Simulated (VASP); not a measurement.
A run of VASP 6.6.1:

Contents of POSCAR:

```
CdTe
1.0
    7.3100462313      0.0000000000      0.0000000000
   -3.6550231157      6.3306857392      0.0000000000
    0.0000000000      0.0000000000      4.0786822115
Cd Te
3 3
Direct
    0.5000000000      0.0000000000      0.0000000000
    0.5000000000      0.5000000000      0.0000000000
    0.0000000000      0.5000000000      0.0000000000
    0.0000000000      0.0000000000      0.0000000000
    0.3333333333      0.6666666667      0.5000000000
    0.6666666667      0.3333333333      0.5000000000
```

Contents of INCAR.step1:

```
SYSTEM = CdTe
PREC = Accurate ; ENCUT = 520
ISMEAR = 0 ; SIGMA = 0.1
LREAL = .False. ; LASPH = .True.
NELM = 80 ; NBANDS = 36
GGA = PE ; ALGO = Normal
EDIFF = 1E-4 ; LWAVE = .True.
LCHARG = .False.
```

Contents of INCAR.step2:

```
SYSTEM = CdTe
PREC = Accurate ; ENCUT = 520
EDIFF = 1E-6 ; ISMEAR = 0
SIGMA = 0.1 ; LREAL = .False.
LASPH = .True. ; NELM = 80
ALGO = Normal ; ISIF = 2
LWAVE = .False. ; LCHARG = .False.
METAGGA = R2SCAN ; LMIXTAU = .True.
NBANDS = 36 ; ISTART = 1
```

The input KPOINTS:

```
Automatic mesh
0
Gamma
  6 6 10
  0 0 0
```

Potentials or basis: VASP PAW PBE potentials, release 64 (Cd, Te).

Command:

```sh
$ cat potpaw_PBE.64/Cd/POTCAR potpaw_PBE.64/Te/POTCAR > POTCAR
$ cp INCAR.step1 INCAR
$ mpirun -np 1 vasp_std > vasp.out
$ cp INCAR.step2 INCAR
$ mpirun -np 1 vasp_std > vasp.out
```

Hardware: 1 thread of Intel(R) Xeon(R) 6975P-C (Granite Rapids), with other jobs on the host.

Task: How long does it take, and how much memory?

Result: Run time: 8.9 min on 1 thread of Intel(R) Xeon(R) 6975P-C (Granite Rapids), on a shared host, peak memory 0.46 GiB. Counts: k points 42.
